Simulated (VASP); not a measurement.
The system is GdO.

```
CELL_PARAMETERS angstrom
0.00000 2.71788 2.71788
2.71788 0.00000 2.71788
2.71788 2.71788 0.00000
ATOMIC_POSITIONS crystal
Gd 0.00000 0.00000 0.00000
O 0.75000 0.75000 0.75000
```

Base run:

| Quantity | Value |
| --- | --- |
| Program | VASP 6.6.1 |
| Functional | PBEsol |
| Potentials or basis | VASP PAW PBE potentials, release 64 (Gd, O) |
| Cutoff | 520 eV |
| k mesh | 9 × 9 × 9 |
| Occupations | fermi-dirac, width 0.05 eV |
| Spin | collinear spin, ferromagnetic start |
| Starting moments | [7.0, 0.0] μB |

Its results: pressure -6.0 GPa; net moment 7.52 μB per cell; site moments Gd +6.86; O -0.03 μB.

Task: The run is repeated on the same cell with these changes: functional from PBEsol to PBE; further incar settings from ALGO = Normal; EDIFF = 1e-06; NBANDS = 23 to ALGO = Normal; EDIFF = 1e-07; NBANDS = 23. What comes out?

Result: Pressure -2.3 GPa; net moment 7.56 μB per cell; site moments Gd +6.87; O -0.02 μB.

Caveats: a cell with one magnetic atom can't hold antiferromagnetic order, which such compounds often take; the PAW data sets were made with another functional, which shifts forces and pressure a little (some runs).
